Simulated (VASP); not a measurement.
Write the native input for VASP 6.6.1 that does the following.

```yaml
Task: single point
Functional: r2SCAN
Potentials_or_basis: VASP PAW PBE potentials, release 64 (Li_sv)
Cutoff: 520 eV
k_mesh: 8 × 8 × 8
Occupations: gaussian, width 0.1 eV
Spin: no spin polarisation
Dipole_correction: no
Further_INCAR_settings: ALGO = Normal; EDIFF = 1e-07; NBANDS = 8
```

The system is Li.

```xyz
1
Lattice="0.0000 2.2020 2.2020 2.2020 0.0000 2.2020 2.2020 2.2020 0.0000" Properties=species:S:1:pos:R:3 pbc="T T T"
Li    0.0000    0.0000    0.0000
```

These files were run (other wordings do the same):

POSCAR

```
Li
1.0
    0.0000000000      2.2020000000      2.2020000000
    2.2020000000      0.0000000000      2.2020000000
    2.2020000000      2.2020000000      0.0000000000
Li
1
Direct
    0.0000000000      0.0000000000      0.0000000000
```

INCAR.step1

```
  PREC = Accurate
  ENCUT = 520
  ISMEAR = 0
  SIGMA = 0.1
  LREAL = False
  LASPH = True
  NELM = 60
  NBANDS = 8
  GGA = PE
  ALGO = Normal
  EDIFF = 1E-4
  LWAVE = True
  LCHARG = False
```

INCAR.step2

```
  PREC = Accurate
  ENCUT = 520
  EDIFF = 1E-7
  ISMEAR = 0
  SIGMA = 0.1
  LREAL = False
  LASPH = True
  NELM = 60
  ALGO = Normal
  ISIF = 2
  LWAVE = False
  LCHARG = False
  METAGGA = R2SCAN
  LMIXTAU = True
  NBANDS = 8
  ISTART = 1
```

KPOINTS

```
Automatic mesh
0
Gamma
  8 8 8
```

Potentials or basis: VASP PAW PBE potentials, release 64 (Li_sv).

Run with:

```bash
$ cat potpaw_PBE.64/Li_sv/POTCAR > POTCAR
$ cp INCAR.step1 INCAR
$ mpirun -np 1 vasp_std > vasp.out
$ cp INCAR.step2 INCAR
$ mpirun -np 1 vasp_std > vasp.out
```

It took 34 s on 1 thread of AMD EPYC 7R43 64-Core Processor (Zen 3) (shared host), peak memory 0.1 GiB.
